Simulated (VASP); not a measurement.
# Sr: single point with r2SCAN

The system is Sr.

```
CELL_PARAMETERS angstrom
-2.49775 2.49775 2.49775
2.49775 -2.49775 2.49775
2.49775 2.49775 -2.49775
ATOMIC_POSITIONS crystal
Sr 0.00000 0.00000 0.00000
```

This cell differs from its parent crystal: strain +0.030 along x and y, +0.030 along z.

- Program: VASP 6.6.1
- Task: single point
- Functional: r2SCAN
- Potentials or basis: VASP PAW PBE potentials, release 64 (Sr_sv)
- Cutoff: 520 eV
- k mesh: 14 × 14 × 14
- Occupations: gaussian, width 0.15 eV
- Spin: no spin polarisation

* Pressure: -1.0 GPa
* Band gap on the k mesh: zero (bands 5 and 6 overlap by 0.27 eV)

Levels at points of the mesh, in eV from the Fermi level:
```tsv
k point	band 2	band 3	band 4	band 5	band 6	band 7	band 8	band 9
(0.00, 0.00, 0.00)	-19.58	-19.58	-19.58	-3.65	2.57	2.57	2.57	3.80
(0.50, 0.00, 0.00)	-19.71	-19.62	-19.58	-0.89	-0.03	1.44	3.61	4.25
(0.50, 0.50, 0.50)	-19.67	-19.67	-19.67	0.06	0.06	3.37	3.37	3.37
```

It took 5.6 min on 1 thread of Oxide Virtual Turin-like Processor, on a shared host, peak memory 0.2 GiB.

Caveat: the cell differs from its parent crystal (strain +0.030 along x and y, +0.030 along z); the PAW data sets were made with another functional, which shifts forces and pressure a little.
